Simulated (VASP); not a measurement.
# W (P4_2mc) in VASP: further runs, part 2 of 2

VASP 6.6.1. Earlier steps stand in the parts before.

**5. Single point, PBEsol (atoms displaced along a vibrational mode)**

Input file INCAR:

```
ALGO = Fast
EDIFF = 1E-6
ENCUT = 520
GGA = PS
ISIF = 2
ISMEAR = 0
LASPH = True
LCHARG = True
LELF = True
LREAL = False
LUSENCCL = False
LVHAR = True
LWAVE = False
NBANDS = 66
NELM = 80
PREC = Accurate
SIGMA = 0.15
```

Input file KPOINTS:

```
k-points
0
Gamma
  8 8 8
```

Input file POSCAR:

```
W
1.0
    5.0320434148      0.0000000000      0.0000000000
    0.0000000000      5.0320434148      0.0000000000
    0.0000000000      0.0000000000      5.0320434148
W
8
Direct
    0.0031956205      0.0000000000      0.0000000000
    0.5031956205      0.5000000000      0.5000000000
    0.0058544307      0.5000000000      0.2500000000
    0.0058544307      0.5000000000      0.7500000000
    0.2350955181      0.0000000000      0.5000000000
    0.7350955181      0.0000000000      0.5000000000
    0.5058544307      0.7500000000      0.0000000000
    0.5058544307      0.2500000000      0.0000000000
```

Launch:

```bash
$ cat potpaw_PBE.64/W_sv/POTCAR > POTCAR
$ mpirun -np 1 vasp_std > vasp.out
```

Wall time 8.1 min (1 × NVIDIA H100 80GB with 1 thread of AMD EPYC 7R13 (Zen 3), shared host); peak memory 1.6 GiB.

The run converged. Its results:

```
Free energy            : -109.6382 eV
Pressure               : 0.9 GPa
Largest force          : 0.520 eV/Å
Band gap on the k mesh : zero (bands 56 and 57 overlap by 0.92 eV)
```

Forces on the atoms (eV/Å):
```
W   -0.112  0.000  0.000
W   -0.112  0.000  0.000
W   -0.204  0.000 -0.001
W   -0.204  0.000  0.001
W    0.520  0.000  0.000
W    0.520  0.000  0.000
W   -0.204 -0.001  0.000
W   -0.204  0.001  0.000
```

Stress tensor (GPa, compression positive):
```
1.00 0.00 0.00
0.00 0.91 0.00
0.00 0.00 0.91
```

Levels at points of the mesh, in eV from the Fermi level:
| k point | band 53 | band 54 | band 55 | band 56 | band 57 | band 58 | band 59 | band 60 |
| --- | --- | --- | --- | --- | --- | --- | --- | --- |
| (0.00, 0.00, 0.00) | -1.53 | -1.52 | -0.51 | -0.49 | -0.49 | 1.45 | 1.65 | 1.65 |
| (0.50, 0.00, 0.00) | -1.14 | -1.14 | -0.93 | -0.93 | 0.58 | 0.58 | 0.79 | 0.79 |
| (0.00, 0.50, 0.00) | -1.15 | -1.13 | -0.93 | -0.92 | 0.52 | 0.56 | 0.82 | 0.82 |
| (0.50, 0.50, 0.00) | -1.20 | -0.96 | -0.94 | 0.20 | 0.28 | 0.36 | 0.58 | 1.05 |
| (0.00, 0.50, 0.50) | -1.29 | -0.96 | -0.96 | 0.28 | 0.28 | 0.31 | 0.58 | 1.01 |
| (0.50, 0.50, 0.50) | -1.37 | -1.37 | -1.37 | -1.37 | 1.36 | 1.36 | 1.37 | 1.37 |

Caveat: the cell differs from its parent crystal (atoms displaced along a vibrational mode); the PAW data sets were made with another functional, which shifts forces and pressure a little; spin-orbit coupling is left out, which moves the levels of the heavy elements.

**6. Single point, PBEsol (atoms displaced along a vibrational mode)**

Input file INCAR:

```
SYSTEM = W
PREC = Accurate
ENCUT = 520
EDIFF = 1E-6
ISMEAR = 0
SIGMA = 0.15
LREAL = .False.
LASPH = .True.
NELM = 80
ALGO = Fast
ISIF = 2
LWAVE = .False.
LCHARG = .False.
GGA = PS
NBANDS = 66
LUSENCCL = .False.
```

Input file KPOINTS:

```
Automatic mesh
0
Gamma
  8 8 8
  0 0 0
```

Input file POSCAR:

```
W
1.0
    5.0320434148      0.0000000000      0.0000000000
    0.0000000000      5.0320434148      0.0000000000
    0.0000000000      0.0000000000      5.0320434148
W
8
Direct
    0.0019173723      0.0000000000      0.0000000000
    0.5019173723      0.5000000000      0.5000000000
    0.0035126584      0.5000000000      0.2500000000
    0.0035126584      0.5000000000      0.7500000000
    0.2410573109      0.0000000000      0.5000000000
    0.7410573109      0.0000000000      0.5000000000
    0.5035126584      0.7500000000      0.0000000000
    0.5035126584      0.2500000000      0.0000000000
```

Potentials or basis: VASP PAW PBE potentials, release 64 (W_sv).

Launch:

```bash
$ cat potpaw_PBE.64/W_sv/POTCAR > POTCAR
$ mpirun -np 1 vasp_std > vasp.out
```

Run time: 8 min. Hardware: 1 × NVIDIA H100 80GB with 1 thread of AMD EPYC 7R13 (Zen 3), shared host; peak memory 1.6 GiB.

The run converged. Its results:

```
Free energy            : -109.6719 eV
Pressure               : 0.8 GPa
Largest force          : 0.310 eV/Å
Band gap on the k mesh : zero (bands 56 and 57 overlap by 0.93 eV)
```

Forces in eV/Å, atoms in the order of the input:
```
W   -0.066  0.000  0.000
W   -0.066  0.000  0.000
W   -0.122  0.000  0.000
W   -0.122  0.000  0.000
W    0.310  0.000  0.000
W    0.310  0.000  0.000
W   -0.122  0.000  0.000
W   -0.122  0.000  0.000
```

Levels at points of the mesh, in eV from the Fermi level:
```
           k point  band 53  band 54  band 55  band 56  band 57  band 58  band 59  band 60
(0.00, 0.00, 0.00)    -1.52    -1.51    -0.50    -0.49    -0.49     1.57     1.65     1.65
(0.50, 0.00, 0.00)    -1.14    -1.14    -0.94    -0.94     0.56     0.56     0.81     0.81
(0.00, 0.50, 0.00)    -1.15    -1.14    -0.93    -0.93     0.54     0.55     0.82     0.82
(0.50, 0.50, 0.00)    -1.26    -0.96    -0.96     0.25     0.29     0.34     0.58     1.05
(0.00, 0.50, 0.50)    -1.29    -0.96    -0.96     0.29     0.29     0.31     0.58     1.03
(0.50, 0.50, 0.50)    -1.37    -1.37    -1.37    -1.37     1.37     1.37     1.37     1.37
```

Caveat: the cell differs from its parent crystal (atoms displaced along a vibrational mode); the PAW data sets were made with another functional, which shifts forces and pressure a little; spin-orbit coupling is left out, which moves the levels of the heavy elements.

**7. Single point, PBEsol (atoms displaced along a vibrational mode)**

Input file INCAR:

```
  PREC = Accurate
  ENCUT = 520
  EDIFF = 1E-6
  ISMEAR = 0
  SIGMA = 0.15
  LREAL = F
  LASPH = T
  NELM = 80
  ALGO = Fast
  ISIF = 2
  LWAVE = F
  LCHARG = T
  GGA = PS
  LELF = T
  LVHAR = T
  NBANDS = 66
  LUSENCCL = F
```

Input file KPOINTS:

```
Automatic mesh
0
Gamma
  8 8 8
```

Input file POSCAR:

```
W
1.0
    5.0320434148      0.0000000000      0.0000000000
    0.0000000000      5.0320434148      0.0000000000
    0.0000000000      0.0000000000      5.0320434148
W
8
Direct
    0.0006391241      0.0000000000      0.0000000000
    0.5006391241      0.5000000000      0.5000000000
    0.0011708861      0.5000000000      0.2500000000
    0.0011708861      0.5000000000      0.7500000000
    0.2470191036      0.0000000000      0.5000000000
    0.7470191036      0.0000000000      0.5000000000
    0.5011708861      0.7500000000      0.0000000000
    0.5011708861      0.2500000000      0.0000000000
```

Launch:

```bash
$ cat potpaw_PBE.64/W_sv/POTCAR > POTCAR
$ mpirun -np 1 vasp_std > vasp.out
```

Run time: 8.5 min. Hardware: 1 × NVIDIA H100 80GB with 1 thread of AMD EPYC 7R13 (Zen 3), shared host; peak memory 1.6 GiB.

Results (log left out):

```yaml
Free_energy: -109.6886 eV
Pressure: 0.8 GPa
Largest_force: 0.103 eV/Å
Band_gap_on_the_k_mesh: zero (bands 56 and 57 overlap by 0.93 eV)
```

Forces in eV/Å, atoms in the order of the input:
```
W   -0.022  0.000  0.000
W   -0.022  0.000  0.000
W   -0.040  0.000  0.000
W   -0.040  0.000  0.000
W    0.103  0.000  0.000
W    0.103  0.000  0.000
W   -0.040  0.000  0.000
W   -0.040  0.000  0.000
```

Levels at points of the mesh, in eV from the Fermi level:
```
           k point  band 54  band 55  band 56  band 57  band 58  band 59
(0.00, 0.00, 0.00)    -1.51    -0.50    -0.50    -0.50     1.65     1.65
(0.50, 0.00, 0.00)    -1.15    -0.94    -0.94     0.55     0.55     0.82
(0.00, 0.50, 0.00)    -1.15    -0.94    -0.94     0.55     0.55     0.82
(0.50, 0.50, 0.00)    -0.96    -0.96     0.28     0.29     0.33     0.58
(0.00, 0.50, 0.50)    -0.96    -0.96     0.29     0.29     0.32     0.58
(0.50, 0.50, 0.50)    -1.38    -1.38    -1.38     1.37     1.37     1.37
```

Caveat: the cell differs from its parent crystal (atoms displaced along a vibrational mode); the PAW data sets were made with another functional, which shifts forces and pressure a little; spin-orbit coupling is left out, which moves the levels of the heavy elements.

**8. The runs side by side**

```csv
cell,gap on the mesh (eV),pressure (GPa),largest force (eV/Å)
"as given, atomic positions A",none,1.0,0.63
"as given, atomic positions B",none,0.9,0.41
"as given, atomic positions C",none,0.8,0.21
"as given, atomic positions D",none,0.9,0.52
"as given, atomic positions E",none,0.8,0.31
"as given, atomic positions F",none,0.8,0.10
```

Alike in all rows: task single point; level PBEsol; potentials or basis VASP PAW PBE potentials, release 64 (W_sv); no spin polarisation; k mesh 8 × 8 × 8; cutoff (eV) 520; smearing gaussian 0.15 eV.

Caveats: the PAW data sets were made with another functional, which shifts forces and pressure a little; spin-orbit coupling is left out, which moves the levels of the heavy elements.

Absolute energies hang on the potentials; compare differences alone.
